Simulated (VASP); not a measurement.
Here is a VASP 6.6.1 calculation.

File INCAR:

```
SYSTEM = Hf2NbN2
PREC = Accurate
ENCUT = 520
EDIFF = 1E-6
ISMEAR = 0
SIGMA = 0.1
LREAL = .FALSE.
LASPH = .TRUE.
NELM = 60
ALGO = Normal
ISIF = 2
LWAVE = .FALSE.
LCHARG = .FALSE.
GGA = PE
NBANDS = 30
```

File KPOINTS:

```
Automatic mesh
0
G
  6 6 6
  0 0 0
```

Contents of POSCAR:

```
Hf2NbN2
1.0
   -2.7179407923      2.6207438595      2.6440152445
    2.7179407923     -2.6207438595      2.6440152445
    2.7179407923      2.6207438595     -2.6440152445
Hf Nb N
2 1 2
Direct
    0.0000000000      0.7508102480      0.7508102480
    0.0000000000      0.2491897520      0.2491897520
    0.5000000000      0.5000000000      0.0000000000
    0.5000000000      0.1232581269      0.6232581269
    0.5000000000      0.8767418731      0.3767418731
```

Potentials or basis: VASP PAW PBE potentials, release 64 (Hf_pv, Nb_sv, N).

Command:

```console
$ cat potpaw_PBE.64/Hf_pv/POTCAR potpaw_PBE.64/Nb_sv/POTCAR potpaw_PBE.64/N/POTCAR > POTCAR
$ mpirun -np 1 vasp_std > vasp.out
```

(1) What does it give for the band gap on the k mesh?

(2) Predict the largest force.

Answers

(1) zero (an odd number of electrons rules out a gap without spin polarisation).

(2) 0.126 eV/Å.

Caveat: spin-orbit coupling is left out, which moves the levels of the heavy elements.
